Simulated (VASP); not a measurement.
Runs of VASP 6.6.1 on Sb. The structure is that of space group Pm-3m (No. 221), or close to it. The cells are those of the table. 

| cell | gap on the mesh (eV) | pressure (GPa) |
| --- | --- | --- |
| a = 2.932 Å, 1 atom | none | 11.2 |
| a = 3.139 Å, 1 atom | none | (a) |
| a = 3.177 Å, 1 atom | none | -5.2 |
| a = 3.059 Å, 1 atom | none | 0.3 |
| a = 3.018 Å, 1 atom | none | (b) |

Alike in all rows: task single point; level PBEsol; potentials or basis VASP PAW PBE potentials, release 64 (Sb); no spin polarisation; k mesh 12 × 12 × 12; cutoff (eV) 520; smearing fermi-dirac 0.1 eV.

Estimate the missing entries.

(a) -3.7; (b) 3.1.

Caveats: the PAW data sets were made with another functional, which shifts forces and pressure a little; spin-orbit coupling is left out, which moves the levels of the heavy elements.

A k mesh can miss the band edges, and the runs leave out spin-orbit coupling on Sb.

A gap of «none» marks levels without a gap at the run's occupations.
